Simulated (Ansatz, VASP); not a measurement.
PbS: VASP beside Ansatz

POSCAR

```
PbS
1.0
    3.6536590000      0.0000000000      0.0000000000
    0.0000000000      3.6536590000      0.0000000000
    0.0000000000      0.0000000000      3.6536590000
Pb S
1 1
Direct
    0.0000000000      0.0000000000      0.0000000000
    0.5000000000      0.5000000000      0.5000000000
```

The input INCAR.step1:

```
SYSTEM = PbS
PREC = Accurate
ENCUT = 600
EDIFF = 1E-5
ISMEAR = -1
SIGMA = 0.05
LREAL = .False.
LASPH = .True.
NELM = 100
ALGO = Normal
LWAVE = .True.
LCHARG = .False.
GGA = PE
NBANDS = 17
```

File INCAR.step2:

```
SYSTEM = PbS
PREC = Accurate
ENCUT = 600
EDIFF = 1E-6
ISMEAR = -1
SIGMA = 0.05
LREAL = .False.
LASPH = .True.
NELM = 100
ALGO = Normal
ISIF = 3
LWAVE = .False.
LCHARG = .False.
GGA = PE
LHFCALC = .True.
AEXX = 0.25
HFSCREEN = 0.3
PRECFOCK = Normal
IBRION = 2
NSW = 60
EDIFFG = -0.01
ISTART = 1
```

KPOINTS

```
regular mesh
0
Gamma
  4 4 4
  0 0 0
```

input.yaml

```yaml
crystal:
  lattice:
    - [3.653659, 0.0, 0.0]
    - [0.0, 3.653659, 0.0]
    - [0.0, 0.0, 3.653659]
  atoms:
    - { symbol: Pb, position: [0.0, 0.0, 0.0] }
    - { symbol: S, position: [0.5, 0.5, 0.5] }
hamiltonian:
  xc: { exchange: pbe, correlation: pbe, exx: { coeff: 0.25, omega: 0.3 } }
  pseudopotentials: { kind: paw }
kpoints:
  mp_grid: { grid: [4, 4, 4] }
scf:
  occupations: { method: fermi_dirac, width: 0.05 }
output:
  forces: true
  stress: true
  eigenvalues: true
  write_density: true
  write_potential: true
  elf: true
  volumetric_format: npy
relax:
  f_tol: 0.01
  max_steps: 40
  cell: { stress_tol: 0.05 }
```

Alike in both runs: task relaxation of cell and atoms; functional PBE-based screened hybrid with a share of 0.25 of exact exchange and HFSCREEN = 0.3; k mesh 4 × 4 × 4; occupations fermi-dirac, width 0.05 eV; no spin polarisation.

|  | VASP | Ansatz |
| --- | --- | --- |
| version | VASP 6.6.1 | Ansatz 0.2.0 |
| potentials or method | VASP PAW PBE potentials, release 64 (Pb_d, S) | Ansatz PAW |
| plane-wave cutoff (eV) | 600 | 420 |
| valence electrons in the cell | 20 | 20 |

|  | VASP | Ansatz | Ansatz less VASP |
| --- | --- | --- | --- |
| gap on the k mesh at the Fermi level, each at its own relaxed structure (eV) | none | none | - |
| relaxed volume (Å³/atom) | 23.52 | 23.48 | -0.041 |
| relaxed length of the cell vector where the two differ most in proportion (Å) | 3.610 | 3.608 | -0.0021 |

VASP's potentials were made for PBE, not for PBE-based screened hybrid. A gap of «none» marks a metal or a gap that the smearing closes.

The k mesh is coarse, so the values compare programs but aren't converged. Spin-orbit coupling is off throughout. Noted on Ansatz's run: the plane-wave basis is chosen anew once the cell has moved, so the energies of steps on either side of that aren't comparable.
